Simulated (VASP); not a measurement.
# ZrH (P4_2/mmc) in VASP: further runs, part 2 of 2

VASP 6.6.1.

## Step 3: Single point, LDA

Contents of INCAR:

```
SYSTEM = ZrH
PREC     = Accurate       ! precision mode
ENCUT    = 520            ! plane-wave cutoff, eV
EDIFF    = 1E-6           ! SCF threshold, eV
ISMEAR   = 0              ! smearing method
SIGMA    = 0.15           ! smearing width, eV
LREAL    = .FALSE.        ! projectors in reciprocal space
LASPH    = .TRUE.         ! aspherical terms in the spheres
NELM     = 100            ! most SCF steps
ALGO     = Normal         ! electronic algorithm
ISIF     = 2              ! what is computed and relaxed
LWAVE    = .FALSE.        ! write WAVECAR
LCHARG   = .FALSE.        ! write CHGCAR
GGA      = CA             ! functional
NBANDS   = 21             ! bands
```

Contents of KPOINTS:

```
Automatic mesh
0
G
  14 14 10
  0 0 0
```

Contents of POSCAR:

```
ZrH
1.0
    3.2427916985      0.0000000000      0.0000000000
    0.0000000000      3.2427916985      0.0000000000
    0.0000000000      0.0000000000      4.9480000000
Zr H
2 2
Direct
    0.0000000000      0.5000000000      0.0000000000
    0.5000000000      0.0000000000      0.5000000000
    0.0000000000      0.0000000000      0.7500000000
    0.0000000000      0.0000000000      0.2500000000
```

Potentials or basis: VASP PAW LDA potentials, release 64 (Zr_sv, H).

The run is started by

```bash
$ cat potpaw_LDA.64/Zr_sv/POTCAR potpaw_LDA.64/H/POTCAR > POTCAR
$ mpirun -np 1 vasp_std > vasp.out
```

OUTCAR:

```text
SYSTEM = ZrH
   PREC = Accurate
   ENCUT = 520
   EDIFF = 1E-6
   ISMEAR = 0
   LREAL = .FALSE.
   LASPH = .TRUE.
   NELM = 100
   ISIF = 2
   GGA = CA

 ion  position               nearest neighbor table
   1  0.000  0.500  0.000-   3 2.04   4 2.04   3 2.04   4 2.04   2 3.37   2 3.37   2 3.37   2 3.37
                             2 3.37   2 3.37   2 3.37   2 3.37
   2  0.500  0.000  0.500-   3 2.04   4 2.04   3 2.04   4 2.04   1 3.37   1 3.37   1 3.37   1 3.37
                             1 3.37   1 3.37   1 3.37   1 3.37
   3  0.000  0.000  0.750-   1 2.04   2 2.04   1 2.04   2 2.04
   4  0.000  0.000  0.250-   1 2.04   2 2.04   1 2.04   2 2.04

  LATTYP: Found a simple tetragonal cell.
 ALAT       =     3.2427916985
 C/A-ratio  =     1.5258457712

  Lattice vectors:

 A1 = (   3.2427916985,   0.0000000000,   0.0000000000)
 A2 = (   0.0000000000,   3.2427916985,   0.0000000000)
 A3 = (   0.0000000000,   0.0000000000,   4.9480000000)

Analysis of symmetry for initial positions (statically):
=====================================================================
 Subroutine PRICEL returns:
 Original cell was already a primitive cell.

 Routine SETGRP: Setting up the symmetry group for a
 simple tetragonal supercell.

 Subroutine GETGRP returns: Found 16 space group operations
 (whereof  8 operations were pure point group operations)
 out of a pool of 16 trial point group operations.

The static configuration has the point symmetry D_2h.
 The point group associated with its full space group is D_4h.

Analysis of symmetry for dynamics (positions and initial velocities):
=====================================================================
 Subroutine PRICEL returns:
 Original cell was already a primitive cell.

 Routine SETGRP: Setting up the symmetry group for a
 simple tetragonal supercell.

 Subroutine GETGRP returns: Found 16 space group operations
 (whereof  8 operations were pure point group operations)
 out of a pool of 16 trial point group operations.

The dynamic configuration has the point symmetry D_2h.
 The point group associated with its full space group is D_4h.

 Subroutine INISYM returns: Found 16 space group operations
 (whereof  8 operations are pure point group operations),
 and found     1 'primitive' translations

----------------------------------------------------------------------------------------

                                     Primitive cell

  volume of cell :      52.0317

  direct lattice vectors                    reciprocal lattice vectors
     3.242791699  0.000000000  0.000000000     0.308376267  0.000000000  0.000000000
     0.000000000  3.242791699  0.000000000     0.000000000  0.308376267  0.000000000
     0.000000000  0.000000000  4.948000000     0.000000000  0.000000000  0.202101859

  length of vectors
     3.242791699  3.242791699  4.948000000     0.308376267  0.308376267  0.202101859

  position of ions in fractional coordinates (direct lattice)
     0.000000000  0.500000000  0.000000000
     0.500000000  0.000000000  0.500000000
     0.000000000  0.000000000  0.750000000
     0.000000000  0.000000000  0.250000000

  ion indices of the primitive-cell ions
   primitive index   ion index
[... 26 lines left out ...]
 Subroutine IBZKPT returns following result:
 ===========================================

 Found    216 irreducible k-points:

 Following reciprocal coordinates:
            Coordinates               Weight
  0.000000  0.000000  0.000000      1.000000
  0.071429  0.000000  0.000000      4.000000
  0.142857  0.000000  0.000000      4.000000
  0.214286  0.000000  0.000000      4.000000
  0.285714  0.000000  0.000000      4.000000
  0.357143  0.000000  0.000000      4.000000
[... 16 lines left out ...]
  0.285714  0.214286  0.000000      8.000000
  0.357143  0.214286  0.000000      8.000000
 [... further k-points ...]
   k-points           NKPTS =    216   k-points in BZ     NKDIM =    216   number of bands    NBANDS=     21
   number of dos      NEDOS =    301   number of ions     NIONS =      4
   total plane-waves  NPLWV =  23040
   dimension x,y,z NGX =    24 NGY =   24 NGZ =   40
   dimension x,y,z NGXF=    48 NGYF=   48 NGZF=   80
   ions per type =               2   2
   NGX,Y,Z   is equivalent  to a cutoff of  12.30, 12.30, 13.44 a.u.
   NGXF,Y,Z  is equivalent  to a cutoff of  24.61, 24.61, 26.88 a.u.
 SYSTEM =  ZrH
   PREC   = accura    normal or accurate (medium, high low for compatibility)
   ISTART =      0    job   : 0-new  1-cont  2-samecut
   ICHARG =      2    charge: 1-file 2-atom 10-const
   ISPIN  =      1    spin polarized calculation?
   LNONCOLLINEAR =      F non collinear calculations
   LSORBIT =      F    spin-orbit coupling
   LASPH  =      T    aspherical Exc in radial PAW
   ENCUT  =  520.0 eV  38.22 Ry    6.18 a.u.   6.03  6.03  9.20*2*pi/ulx,y,z
   NELM   =    100;   NELMIN=  2; NELMDL= -5     # of ELM steps
   EDIFF  = 0.1E-05   stopping-criterion for ELM
   LREAL  =      F    real-space projection
   EDIFFG = 0.1E-04   stopping-criterion for IOM
   NSW    =      0    number of steps for IOM
   IBRION =     -1    ionic relax: 0-MD 1-quasi-New 2-CG
   NFREE  =      0    steps in history (QN), initial steepest desc. (CG)
   ISIF   =      2    stress and relaxation
   ISYM   =      2    0-nonsym 1-usesym 2-fastsym
   POTIM  = 0.5000    time-step for ionic-motion
   TEBEG  =    0.0;   TEEND  =   0.0 temperature during run
   PSTRESS=    0.0 pullay stress
   NELECT =      26.0000    total number of electrons
   NUPDOWN=      -1.0000    fix difference up-down
   EMIN   =  10.00;   EMAX   =-10.00  energy-range for DOS
   EFERMI =   0.00;   METHOD = LEGACY
   ISMEAR =     0;   SIGMA  =   0.15  broadening in eV -4-tet -1-fermi 0-gaus
   EFERMI_NEDOS =   21; number of points for ismear=-14 and -15
   IALGO  =     38    algorithm
   IMIX   =      4    mixing-type and parameters
     AMIX     =   0.40;   BMIX     =  1.00
     AMIX_MAG =   1.60;   BMIX_MAG =  1.00
  volume/ion in A,a.u.               =      13.01        87.78
  Fermi-wavevector in a.u.,A,eV,Ry     =   1.299102  2.454947 22.962100  1.687667
  Thomas-Fermi vector in A             =   2.430388
   LORBIT       =      0    0 simple, 1 ext, 2 COOP (PROOUT), +10 PAW based schemes
   GGA     = CA    functional components
   LHFCALC =     F    Hartree Fock is set to
   AEXX    =    0.0000 exact exchange contribution
   IVDW    =     0    specifies the selected vdW correction
   LEPSILON=     F    determine dielectric tensor
   LRPA    =     F    only Hartree local field effects (RPA)
 non-spin polarized calculation
 Gauss-broadening in eV      SIGMA  =   0.15
  energy-cutoff  :      520.00
  volume of cell :       52.03
 maximum number of plane-waves:      1426
   NGX = 13   NGY = 13   NGZ = 19

 number of electron      25.9999998 magnetization

 Free energy of the ion-electron system (eV)
  ---------------------------------------------------
  ext. energy  EPLUGINS =         0.00000000
  ---------------------------------------------------
  free energy    TOTEN  =       -27.51209460 eV

  energy without entropy =      -27.48897348  energy(sigma->0) =      -27.50053404

 E-fermi :   8.0499     XC(G=0): -11.2517

 val. band max:        8.0492925198   @ k =   0.0714   0.0000   0.5000
 cond. band min:       8.0575364770   @ k =   0.5000   0.0714   0.2000
 fundamental gap:      0.0082439572
 Fermi energy:         8.0498856525

 k-point     1 :       0.0000    0.0000    0.0000
  band No.  band energies     occupation
      1     -40.5921      2.00000
      2     -40.4820      2.00000
      3     -19.1200      2.00000
      4     -18.6136      2.00000
      5     -18.6136      2.00000
      6     -18.4107      2.00000
[... 565 lines left out ...]
     20      14.3117      0.00000
     21      15.1384      0.00000

 [... further k-points ...]

------------------------ aborting loop because EDIFF is reached ----------------------------------------

  FORCE on cell =-STRESS in cart. coord.  units (eV):
  Direction    XX          YY          ZZ          XY          YZ          ZX
  --------------------------------------------------------------------------------------
  -------------------------------------------------------------------------------------
  Total       -1.7984910     -1.7984910     -1.2307608     -0.0000000      0.0000000      0.0000000
  in kB      -55.3797576    -55.3797576    -37.8980129     -0.0000000      0.0000000      0.0000000
  external PRESSURE =     -49.5525094 kB  Pullay stress =       0.0000000 kB

 VOLUME and BASIS-vectors are now :
 -----------------------------------------------------------------------------
  energy-cutoff  :      520.00
  volume of cell :       52.03
      direct lattice vectors                 reciprocal lattice vectors
     3.242791699  0.000000000  0.000000000     0.308376267  0.000000000  0.000000000
     0.000000000  3.242791699  0.000000000     0.000000000  0.308376267  0.000000000
     0.000000000  0.000000000  4.948000000     0.000000000  0.000000000  0.202101859

 POSITION                                       TOTAL-FORCE (eV/Angst)
 -----------------------------------------------------------------------------------
      0.00000      1.62140      0.00000         0.000000      0.000000      0.000000
      1.62140      0.00000      2.47400         0.000000      0.000000      0.000000
      0.00000      0.00000      3.71100         0.000000      0.000000     -0.000000
      0.00000      0.00000      1.23700         0.000000      0.000000     -0.000000
 -----------------------------------------------------------------------------------
    total drift:                                0.000000      0.000000     -0.000000

  FREE ENERGIE OF THE ION-ELECTRON SYSTEM (eV)
  ---------------------------------------------------
  free  energy   TOTEN  =       -27.5120945968 eV

  energy  without entropy=      -27.4889734801  energy(sigma->0) =      -27.50053404
```

It took 52 s on 1 thread of Intel Xeon 6975P-C (Granite Rapids), shared host; peak memory 0.29 GiB.

Results:

```
Free energy            : -27.5121 eV
Pressure               : -5.0 GPa
Band gap on the k mesh : zero (band 13 reaches 8.37 eV, above the bottom of band 14 at 7.41 eV)
```

Stress tensor (GPa, compression positive):
```
-5.54  0.00  0.00
 0.00 -5.54  0.00
 0.00  0.00 -3.79
```

Levels at points of the mesh, in eV from the Fermi level:
```tsv
k point	band 10	band 11	band 12	band 13	band 14	band 15	band 16	band 17
(0.00, 0.00, 0.00)	-3.39	-3.01	-2.88	0.01	0.63	0.63	2.25	3.30
(0.50, 0.00, 0.00)	-5.37	-1.93	-0.74	-0.59	-0.27	1.63	1.88	2.20
(0.50, 0.50, 0.00)	-3.82	-2.92	-2.92	-1.88	2.89	3.95	4.30	4.30
(0.00, 0.00, 0.50)	-6.66	-1.74	-1.74	0.02	0.02	1.72	1.72	2.34
(0.50, 0.00, 0.50)	-3.93	-2.77	-0.18	0.23	0.53	0.60	1.04	3.98
(0.50, 0.50, 0.50)	-5.40	-1.96	-1.96	-0.32	-0.32	1.57	1.57	5.09
```
